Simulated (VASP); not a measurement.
# TaN (Fm-3m) in VASP: a series of runs

TaN is run at these levels: PBEsol; tasks: single point, relaxation of cell and atoms.

Everything below comes from runs of VASP 6.6.1. Logs are shortened: lines on timing, memory, paths and dates and some standing lists are left out, and cuts for length are marked.

### 1 The cell of the first run

It takes space group Fm-3m (No. 225, cubic). The conventional cell has a = 4.378 Å, b = 4.378 Å, c = 4.378 Å, α = 90.00°, β = 90.00°, γ = 90.00°. Within 2.9 Å of Ta (site symmetry m-3m) lie 6 N at 2.19 Å. Within 2.9 Å of N (site symmetry m-3m) lie 6 Ta at 2.19 Å.

### 2 Single point, PBEsol

File INCAR:

```
  PREC = Accurate
  ENCUT = 600
  EDIFF = 1E-6
  ISMEAR = 0
  SIGMA = 0.1
  LREAL = F
  LASPH = T
  NELM = 120
  ALGO = Normal
  ISIF = 2
  LWAVE = F
  LCHARG = T
  GGA = PS
  LELF = T
  LVHAR = T
  NBANDS = 15
  GGA_COMPAT = F
```

File KPOINTS:

```
Automatic mesh
0
Gamma
  8 8 8
```

File POSCAR:

```
TaN
1.0
    0.0000000000      2.1890869179      2.1890869179
    2.1890869179      0.0000000000      2.1890869179
    2.1890869179      2.1890869179      0.0000000000
Ta N
1 1
Direct
    0.5000000000      0.5000000000      0.5000000000
    0.0000000000      0.0000000000      0.0000000000
```

Potentials or basis: VASP PAW PBE potentials, release 64 (Ta_pv, N).

Run with:

```
> cat potpaw_PBE.64/Ta_pv/POTCAR potpaw_PBE.64/N/POTCAR > POTCAR
> mpirun -np 1 vasp_std > vasp.out
```

OUTCAR:

```text
PREC = Accurate
   ENCUT = 600
   EDIFF = 1E-6
   ISMEAR = 0
   LREAL = F
   LASPH = T
   NELM = 120
   ISIF = 2
   GGA = PS

 ion  position               nearest neighbor table
   1  0.500  0.500  0.500-   2 2.19   2 2.19   2 2.19   2 2.19   2 2.19   2 2.19
   2  0.000  0.000  0.000-   1 2.19   1 2.19   1 2.19   1 2.19   1 2.19   1 2.19

  LATTYP: Found a face centered cubic cell.
 ALAT       =     4.3781738358

  Lattice vectors:

 A1 = (   0.0000000000,   2.1890869179,   2.1890869179)
 A2 = (   2.1890869179,   0.0000000000,   2.1890869179)
 A3 = (   2.1890869179,   2.1890869179,   0.0000000000)

Analysis of symmetry for initial positions (statically):
=====================================================================
 Subroutine PRICEL returns:
 Original cell was already a primitive cell.

 Routine SETGRP: Setting up the symmetry group for a
 face centered cubic supercell.

 Subroutine GETGRP returns: Found 48 space group operations
 (whereof 48 operations were pure point group operations)
 out of a pool of 48 trial point group operations.

The static configuration has the point symmetry O_h .

Analysis of symmetry for dynamics (positions and initial velocities):
=====================================================================
 Subroutine PRICEL returns:
 Original cell was already a primitive cell.

 Routine SETGRP: Setting up the symmetry group for a
 face centered cubic supercell.

 Subroutine GETGRP returns: Found 48 space group operations
 (whereof 48 operations were pure point group operations)
 out of a pool of 48 trial point group operations.

The dynamic configuration has the point symmetry O_h .

 Subroutine INISYM returns: Found 48 space group operations
 (whereof 48 operations are pure point group operations),
 and found     1 'primitive' translations

----------------------------------------------------------------------------------------

                                     Primitive cell

  volume of cell :      20.9807

  direct lattice vectors                    reciprocal lattice vectors
     0.000000000  2.189086918  2.189086918    -0.228405732  0.228405732  0.228405732
     2.189086918  0.000000000  2.189086918     0.228405732 -0.228405732  0.228405732
     2.189086918  2.189086918  0.000000000     0.228405732  0.228405732 -0.228405732

  length of vectors
     3.095836409  3.095836409  3.095836409     0.395610333  0.395610333  0.395610333

  position of ions in fractional coordinates (direct lattice)
     0.500000000  0.500000000  0.500000000
     0.000000000  0.000000000  0.000000000
[... 89 lines left out ...]
   NUPDOWN=      -1.0000    fix difference up-down
   EMIN   =  10.00;   EMAX   =-10.00  energy-range for DOS
   EFERMI =   0.00;   METHOD = LEGACY
   ISMEAR =     0;   SIGMA  =   0.10  broadening in eV -4-tet -1-fermi 0-gaus
   EFERMI_NEDOS =   21; number of points for ismear=-14 and -15
   IALGO  =     38    algorithm
   IMIX   =      4    mixing-type and parameters
     AMIX     =   0.40;   BMIX     =  1.00
     AMIX_MAG =   1.60;   BMIX_MAG =  1.00
  volume/ion in A,a.u.               =      10.49        70.79
  Fermi-wavevector in a.u.,A,eV,Ry     =   1.495691  2.826446 30.437470  2.237091
  Thomas-Fermi vector in A             =   2.607803
   LORBIT       =      0    0 simple, 1 ext, 2 COOP (PROOUT), +10 PAW based schemes
   GGA     = PS    functional components
   LHFCALC =     F    Hartree Fock is set to
   AEXX    =    0.0000 exact exchange contribution
   IVDW    =     0    specifies the selected vdW correction
   LEPSILON=     F    determine dielectric tensor
   LRPA    =     F    only Hartree local field effects (RPA)
 non-spin polarized calculation
 Gauss-broadening in eV      SIGMA  =   0.10
  energy-cutoff  :      600.00
  volume of cell :       20.98
 maximum number of plane-waves:       725
 NGX is ok and might be reduce to    28
   NGX = 13   NGY = 13   NGZ = 13

 number of electron      16.0000000 magnetization

 Free energy of the ion-electron system (eV)
  ---------------------------------------------------
  ext. energy  EPLUGINS =         0.00000000
  ---------------------------------------------------
  free energy    TOTEN  =       -23.19013620 eV

  energy without entropy =      -23.18688451  energy(sigma->0) =      -23.18851036

 E-fermi :   9.5815     XC(G=0): -13.6617

 val. band max:        9.5623084976   @ k =   0.0000   0.0000   0.0000
 cond. band min:       9.7408102699   @ k =   0.5000   0.1250   0.0000
 fundamental gap:      0.1785017723
 Fermi energy:         9.5814716256

 k-point     1 :       0.0000    0.0000    0.0000
  band No.  band energies     occupation
      1     -26.1420      2.00000
      2     -26.1420      2.00000
      3     -26.1420      2.00000
      4      -9.3871      2.00000
      5       5.7004      2.00000
      6       5.7004      2.00000
      7       5.7004      2.00000
      8       7.3648      2.00000
      9       7.3648      2.00000
     10       7.3648      2.00000
     11       9.5623      1.21362
     12       9.5623      1.21361
     13      11.1898      0.00000
     14      18.9082      0.00000
[... 401 lines left out ...]
      2     -26.4595      2.00000
      3     -26.3071      2.00000
      4      -6.8541      2.00000
      5       0.2596      2.00000
      6       2.3649      2.00000
      7       2.4247      2.00000
      8       9.7427      0.02261
      9      10.2054      0.00000
     10      12.2140      0.00000
     11      14.8110      0.00000
     12      16.0028      0.00000
     13      18.0486      0.00000
     14      19.9097      0.00000
     15      21.9606      0.00000

 [... further k-points ...]

------------------------ aborting loop because EDIFF is reached ----------------------------------------

  FORCE on cell =-STRESS in cart. coord.  units (eV):
  Direction    XX          YY          ZZ          XY          YZ          ZX
  --------------------------------------------------------------------------------------
  -------------------------------------------------------------------------------------
  Total        0.0589297      0.0589297      0.0589297     -0.0000000      0.0000000      0.0000000
  in kB        4.5001403      4.5001403      4.5001403     -0.0000000      0.0000000      0.0000000
  external PRESSURE =       4.5001403 kB  Pullay stress =       0.0000000 kB

 VOLUME and BASIS-vectors are now :
 -----------------------------------------------------------------------------
  energy-cutoff  :      600.00
  volume of cell :       20.98
      direct lattice vectors                 reciprocal lattice vectors
     0.000000000  2.189086918  2.189086918    -0.228405732  0.228405732  0.228405732
     2.189086918  0.000000000  2.189086918     0.228405732 -0.228405732  0.228405732
     2.189086918  2.189086918  0.000000000     0.228405732  0.228405732 -0.228405732

 POSITION                                       TOTAL-FORCE (eV/Angst)
 -----------------------------------------------------------------------------------
      2.18909      2.18909      2.18909         0.000000      0.000000     -0.000000
      0.00000      0.00000      0.00000         0.000000      0.000000      0.000000
 -----------------------------------------------------------------------------------
    total drift:                                0.000000      0.000000      0.000000

  FREE ENERGIE OF THE ION-ELECTRON SYSTEM (eV)
  ---------------------------------------------------
  free  energy   TOTEN  =       -23.1901362044 eV

  energy  without entropy=      -23.1868845125  energy(sigma->0) =      -23.18851036
```

It took 7.2 s on 1 thread of Intel Xeon 6975P-C (Granite Rapids), shared host; peak memory 0.16 GiB.

Results:

| Property | Result |
| --- | --- |
| Free energy | -23.1901 eV |
| Pressure | 0.5 GPa |
| Band gap on the k mesh | zero (bands 8 and 9 overlap by 4.12 eV) |

Caveat: the PAW data sets were made with another functional, which shifts forces and pressure a little; spin-orbit coupling is left out, which moves the levels of the heavy elements.

### 3 Relaxation of cell and atoms, PBEsol

This run uses another cell than the first one, of 10.81 Å³/atom.

File INCAR:

```
SYSTEM = TaN
ALGO = Normal ; EDIFF = 1E-7
EDIFFG = -0.05 ; ENCUT = 600
GGA = PS ; GGA_COMPAT = .False.
IBRION = 2 ; ISIF = 3
ISMEAR = 0 ; LASPH = .True.
LCHARG = .False. ; LREAL = .False.
LWAVE = .False. ; NELM = 120
NELMIN = 4 ; NSW = 100
PREC = Accurate ; SIGMA = 0.1
```

File KPOINTS:

```
k-points
0
Gamma
  8 8 8
  0 0 0
```

File POSCAR:

```
TaN
1.0
    0.0000000000      2.2113230000      2.2113230000
    2.2113230000      0.0000000000      2.2113230000
    2.2113230000      2.2113230000      0.0000000000
Ta N
1 1
Direct
    0.5000000000      0.5000000000      0.5000000000
    0.0000000000      0.0000000000      0.0000000000
```

Potentials or basis: VASP PAW PBE potentials, release 64 (Ta_pv, N).

Run with:

```
> cat potpaw_PBE.64/Ta_pv/POTCAR potpaw_PBE.64/N/POTCAR > POTCAR
> mpirun -np 1 vasp_std > vasp.out
```

Wall time 15 s (1 thread of Intel Xeon 6975P-C (Granite Rapids), shared host); peak memory 0.17 GiB.

It converged, with:

```
Free energy                           : -23.1912 eV
Relaxed volume                        : 10.51 Å³/atom
Relaxed cell                          : a = 3.098 Å, b = 3.098 Å, c = 3.098 Å, α = 60.00°, β = 60.00°, γ = 60.00°
Space group after relaxing (to 0.1 Å) : Fm-3m (No. 225)
Energy gained by relaxing             : 9.7 meV/atom
Ionic steps                           : 3
Pressure after relaxing               : -0.2 GPa
```

The path:
| step | energy change (eV) | largest force (eV/Å) | pressure (GPa) | volume (Å³) |
| --- | --- | --- | --- | --- |
| 1 | 0.0000 | 0.0000 | -9.72 | 21.63 |
| 2 | 0.0933 | 0.0000 | 28.05 | 19.64 |
| 3 | -0.0194 | 0.0000 | -0.24 | 21.02 |

Final structure:
```
Ta N
1.0
     0.00000    2.19050    2.19050
     2.19050    0.00000    2.19050
     2.19050    2.19050    0.00000
Ta N
1 1
Cartesian
  2.1905 2.1905 2.1905
  0.0000 0.0000 0.0000
```

Levels at points of the mesh, in eV from the Fermi level:
| k point | band 4 | band 5 | band 6 | band 7 | band 8 | band 9 | band 10 | band 11 | band 12 |
| --- | --- | --- | --- | --- | --- | --- | --- | --- | --- |
| (0.00, 0.00, 0.00) | -18.95 | -3.88 | -3.88 | -3.88 | -2.21 | -2.21 | -2.21 | -0.02 | -0.02 |
| (0.50, 0.00, 0.00) | -15.80 | -10.55 | -7.72 | -7.72 | 1.89 | 1.89 | 2.00 | 3.79 | 7.63 |
| (0.50, 0.50, 0.00) | -17.67 | -6.71 | -5.63 | -4.69 | -4.69 | 2.08 | 3.58 | 3.58 | 4.64 |

Caveat: the highest band is partly filled, so the run has too few bands; the PAW data sets were made with another functional, which shifts forces and pressure a little; spin-orbit coupling is left out, which moves the levels of the heavy elements.

(Part 1 of 2 ends here.)
